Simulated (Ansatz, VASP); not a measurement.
**Two plane-wave programs on Co2Cl**

```xyz
6
Lattice="0.0000 3.5693 3.5693 3.5693 0.0000 3.5693 3.5693 3.5693 0.0000" Properties=species:S:1:pos:R:3 pbc="T T T"
Co    4.4617    4.4617    4.4617
Co    4.4617    2.6770    2.6770
Co    2.6770    2.6770    4.4617
Co    2.6770    4.4617    2.6770
Cl    0.0000    0.0000    0.0000
Cl    1.7847    1.7847    1.7847
```

Alike in both runs: functional PBE; k mesh 10 × 10 × 10; occupations gaussian, width 0.1 eV; collinear spin.

Ansatz relaxed the structure, and its values are those at the end. VASP's run is a single point on that final structure, the one shown.

|  | VASP | Ansatz |
| --- | --- | --- |
| version | VASP 6.6.1 | Ansatz 0.2.0 |
| potentials or method | VASP PAW PBE potentials, release 64 (Co, Cl), cutoff 520 eV | scalar-relativistic, plane waves, PAW |
| valence electrons in the cell | 50 | 82 |

Ansatz gave:

| Property | Result |
| --- | --- |
| gap on the k mesh at the Fermi level (eV) | none |
| pressure (GPa) | 0.0 |
| net moment per atom (μB) | 1.62 |
| size of the moment on the site where the two differ most (μB) | 0.30 |

**Question.** What did VASP give for the same quantities?

**Answer.** gap on the k mesh at the Fermi level (eV): none; pressure (GPa): -0.3; net moment per atom (μB): 1.60; size of the moment on the site where the two differ most (μB): 0.26.

Site moments also hang on the region over which each program counts them. A gap of «none» marks a metal or a gap that the smearing closes. With one functional, cell and mesh, what is left measures potentials, basis and numerics. VASP's potentials hold 50 valence electrons a cell and Ansatz's 82, so a difference there can come from the potentials and not from the codes.
